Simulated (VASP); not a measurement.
Wanted: the native input for a VASP 6.6.1 run.

| Item | Value |
| --- | --- |
| Task | relaxation of cell and atoms |
| Functional | PBE |
| Potentials or basis | VASP PAW PBE potentials, release 64 (Pb_d) |
| Cutoff | 600 eV |
| k mesh | 14 × 14 × 14 |
| Occupations | gaussian, width 0.1 eV |
| Spin | no spin polarisation |
| Dipole correction | no |
| Further INCAR settings | ALGO = Normal; EDIFF = 1e-06; IBRION = 2; EDIFFG = -0.01; NSW = 80; ISIF = 3 |

The structure of Pb lies in POSCAR:

```
Pb
1.0
    0.0000000000      2.5265664902      2.5265664902
    2.5265664902      0.0000000000      2.5265664902
    2.5265664902      2.5265664902      0.0000000000
Pb
1
Direct
    0.0000000000      0.0000000000      0.0000000000
```

These files were run (other wordings do the same):

INCAR

```
SYSTEM = Pb
  ALGO = Normal
  EDIFF = 1E-6
  EDIFFG = -0.01
  ENCUT = 600
  GGA = PE
  IBRION = 2
  ISIF = 3
  ISMEAR = 0
  LASPH = .TRUE.
  LCHARG = .FALSE.
  LREAL = .FALSE.
  LWAVE = .FALSE.
  NELM = 80
  NSW = 80
  PREC = Accurate
  SIGMA = 0.1
```

KPOINTS

```
k-points
0
G
  14 14 14
  0 0 0
```

Potentials or basis: VASP PAW PBE potentials, release 64 (Pb_d).

Launch:

```sh
$ cat potpaw_PBE.64/Pb_d/POTCAR > POTCAR
$ mpirun -np 1 vasp_std > vasp.out
```

It gave:

The relaxed volume is 32.01 Å³/atom. The relaxed cell is a = 3.564 Å, b = 3.564 Å, c = 3.564 Å, α = 60.00°, β = 60.00°, γ = 60.00°. The space group after relaxing (to 0.05 Å) is Fm-3m (No. 225), the energy gained by relaxing is 0.2 meV/atom and the ionic steps are 2. The pressure after relaxing is 0.0 GPa and the band gap on the k mesh is zero (band 7 reaches 13.69 eV, above the bottom of band 8 at 5.24 eV).

Caveat: spin-orbit coupling is left out, which moves the levels of the heavy elements.

Wall time 52 s on 1 thread of Intel(R) Xeon(R) Platinum 8259CL CPU @ 2.50GHz (Skylake/Cascade Lake), with other jobs on the host, peak memory 0.2 GiB.
